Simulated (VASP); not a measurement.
A run of VASP 6.6.1 is set up as follows.

Contents of POSCAR:

```
PbSe
1.0
    0.0000000000      3.0621500000      3.0621500000
    3.0621500000      0.0000000000      3.0621500000
    3.0621500000      3.0621500000      0.0000000000
Pb Se
1 1
Direct
    0.0000000000      0.0000000000      0.0000000000
    0.5000000000      0.5000000000      0.5000000000
```

File INCAR.step1:

```
SYSTEM = PbSe
PREC     = Accurate       ! precision mode
ENCUT    = 520            ! plane-wave cutoff, eV
ISMEAR   = -1             ! smearing method
SIGMA    = 0.01           ! smearing width, eV
LREAL    = .FALSE.        ! projectors in reciprocal space
LASPH    = .TRUE.         ! aspherical terms in the spheres
NELM     = 80             ! most SCF steps
NBANDS   = 17             ! bands
GGA      = PE             ! functional
ALGO     = Normal         ! electronic algorithm
EDIFF    = 1E-4           ! SCF threshold, eV
LWAVE    = .TRUE.         ! write WAVECAR
LCHARG   = .FALSE.        ! write CHGCAR
```

File INCAR.step2:

```
SYSTEM = PbSe
PREC     = Accurate       ! precision mode
ENCUT    = 520            ! plane-wave cutoff, eV
EDIFF    = 1E-8           ! SCF threshold, eV
ISMEAR   = -1             ! smearing method
SIGMA    = 0.01           ! smearing width, eV
LREAL    = .FALSE.        ! projectors in reciprocal space
LASPH    = .TRUE.         ! aspherical terms in the spheres
NELM     = 80             ! most SCF steps
ALGO     = Normal         ! electronic algorithm
ISIF     = 2              ! what is computed and relaxed
LWAVE    = .FALSE.        ! write WAVECAR
LCHARG   = .FALSE.        ! write CHGCAR
METAGGA  = R2SCAN         ! meta-GGA
LMIXTAU  = .TRUE.       
LEFG     = .TRUE.       
NBANDS   = 17             ! bands
ISTART   = 1
```

Contents of KPOINTS:

```
Automatic mesh
0
G
  9 9 9
  0 0 0
```

Potentials or basis: VASP PAW PBE potentials, release 64 (Pb_d, Se).

The run is started by

```bash
$ cat potpaw_PBE.64/Pb_d/POTCAR potpaw_PBE.64/Se/POTCAR > POTCAR
$ cp INCAR.step1 INCAR
$ mpirun -np 1 vasp_std > vasp.out
$ cp INCAR.step2 INCAR
$ mpirun -np 1 vasp_std > vasp.out
```

Task: Predict the pressure.

Result: 1.4 GPa.

Caveat: the PAW data sets were made with another functional, which shifts forces and pressure a little.
